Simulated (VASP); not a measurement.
Crystal: GeCl2.

```
CELL_PARAMETERS angstrom
3.54000 0.00000 0.00000
-1.77000 3.06573 0.00000
0.00000 0.00000 11.76000
ATOMIC_POSITIONS crystal
Ge 0.00000 0.00000 0.00000
Ge 0.00000 0.00000 0.50000
Cl 0.66667 0.33333 0.12372
Cl 0.33333 0.66667 0.87628
Cl 0.66667 0.33333 0.37628
Cl 0.33333 0.66667 0.62372
```

| Quantity | Value |
| --- | --- |
| Program | VASP 6.6.1 |
| Task | relaxation of cell and atoms |
| Functional | PBE |
| Dispersion | D3(BJ) |
| Potentials or basis | VASP PAW PBE potentials, release 64 (Ge_d, Cl) |
| Cutoff | 600 eV |
| k mesh | 6 × 6 × 2 |
| Occupations | gaussian, width 0.1 eV |
| Spin | no spin polarisation |

At the start: pressure 14.2 GPa; volume 21.27 Å³/atom.

Problem. Where does the relaxation end?

Solution. Over 8 steps the energy falls by 209.0 meV/atom and the volume is 28.38 Å³/atom (+33.4 %); space group P6_3/mmc (No. 194, to 0.1 Å) before and after.

The path:
```csv
step,energy change (eV),largest force (eV/Å),pressure (GPa),volume (Å³)
1,0.0000,0.9512,14.23,127.63
2,-1.0624,0.7573,-1.59,165.80
3,-1.0899,0.5275,0.39,156.43
4,-1.1390,0.4305,0.26,158.43
5,-1.2295,0.1865,0.05,164.52
6,-1.2296,0.1677,0.04,177.17
7,-1.2536,0.0300,0.00,171.40
8,-1.2542,0.0000,-0.02,170.30
```

Final structure:
```cif
data_structure
_symmetry_space_group_name_H-M 'P 1'
_symmetry_Int_Tables_number 1
_cell_length_a 3.8869
_cell_length_b 3.8869
_cell_length_c 13.0163
_cell_angle_alpha 90.000
_cell_angle_beta 90.000
_cell_angle_gamma 120.000
_cell_volume 170.30
loop_
_atom_site_label
_atom_site_type_symbol
_atom_site_fract_x
_atom_site_fract_y
_atom_site_fract_z
_atom_site_occupancy
Ge1 Ge 0.00000 0.00000 0.00000 1
Ge2 Ge 0.00000 0.00000 0.50000 1
Cl1 Cl 0.66667 0.33333 0.11410 1
Cl2 Cl 0.33333 0.66667 0.88590 1
Cl3 Cl 0.66667 0.33333 0.38590 1
Cl4 Cl 0.33333 0.66667 0.61410 1
```

Caveat: the volume moved by over 15 % at a fixed basis, so the end points are rough.
